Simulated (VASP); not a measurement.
Set up this calculation in VASP 6.6.1, as the native input.

| Item | Value |
| --- | --- |
| Task | single point |
| Functional | PBE |
| Potentials or basis | VASP PAW PBE potentials, release 64 (Zr_sv, B) |
| Cutoff | 520 eV |
| k mesh | 20 × 20 × 20 |
| Occupations | gaussian, width 0.15 eV |
| Spin | no spin polarisation |
| Dipole correction | no |
| Further INCAR settings | ALGO = Normal; EDIFF = 1e-07; NBANDS = 14 |

The structure of ZrB lies in POSCAR:

```
ZrB
1.0
    0.0000000000      2.2874934413      2.4018681134
    2.2874934413      0.0000000000      2.4018681134
    2.2874934413      2.2874934413      0.0000000000
Zr B
1 1
Direct
    0.0000000000      0.0000000000      0.0000000000
    0.5000000000      0.5000000000      0.5000000000
```

This cell differs from its parent crystal: ratio of the length along z to the lengths across it x 1.05, volume and fractional coordinates fixed.

The input as run:

INCAR

```
SYSTEM = ZrB
PREC = Accurate ; ENCUT = 520
EDIFF = 1E-7 ; ISMEAR = 0
SIGMA = 0.15 ; LREAL = .False.
LASPH = .True. ; NELM = 100
ALGO = Normal ; ISIF = 2
LWAVE = .False. ; LCHARG = .False.
GGA = PE ; NBANDS = 14
```

KPOINTS

```
regular mesh
0
Gamma
  20 20 20
  0 0 0
```

Potentials or basis: VASP PAW PBE potentials, release 64 (Zr_sv, B).

Command:

```console
$ cat potpaw_PBE.64/Zr_sv/POTCAR potpaw_PBE.64/B/POTCAR > POTCAR
$ mpirun -np 1 vasp_std > vasp.out
```

It gave:

```json
{"Pressure": "35.7 GPa"}
```

Run time: 4.7 min on 1 thread of AMD EPYC 7R43 64-Core Processor (Zen 3), on a shared host, peak memory 0.31 GiB.
